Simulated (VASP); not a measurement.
A run of VASP 6.6.1 is set up as follows.

Contents of INCAR:

```
SYSTEM = HfO2
PREC = Accurate
ENCUT = 520
EDIFF = 1E-6
ISMEAR = 0
SIGMA = 0.05
LREAL = .FALSE.
LASPH = .TRUE.
NELM = 100
ALGO = Normal
ISIF = 2
LWAVE = .FALSE.
LCHARG = .FALSE.
GGA = PE
NBANDS = 18
```

KPOINTS

```
Automatic mesh
0
G
  8 8 8
  0 0 0
```

File POSCAR:

```
HfO2
1.0
    0.0000000000      2.5488057606      2.5488057606
    2.5488057606      0.0000000000      2.5488057606
    2.5488057606      2.5488057606      0.0000000000
Hf O
1 2
Direct
    0.0000000000      0.0000000000      0.0000000000
    0.2622606440      0.2377393560      0.2622606440
    0.7622606440      0.7377393560      0.7622606440
```

Potentials or basis: VASP PAW PBE potentials, release 64 (Hf_pv, O).

Command:

```console
$ cat potpaw_PBE.64/Hf_pv/POTCAR potpaw_PBE.64/O/POTCAR > POTCAR
$ mpirun -np 1 vasp_std > vasp.out
```

Q: Estimate the largest force.

A: 0.283 eV/Å.

Q: Estimate the pressure.

A: -3.2 GPa.

Q: Estimate the band gap on the k mesh.

A: 3.76 eV, direct.

Forces on the atoms (eV/Å):
```
Hf   0.000  0.283  0.000
O    0.000 -0.141  0.000
O    0.000 -0.141  0.000
```

Caveat: the cell differs from its parent crystal (all O atoms moved +0.062 Å, as atom 2 along Cartesian [0 1 0]); spin-orbit coupling is left out, which moves the levels of the heavy elements. A k mesh can miss the band edges.
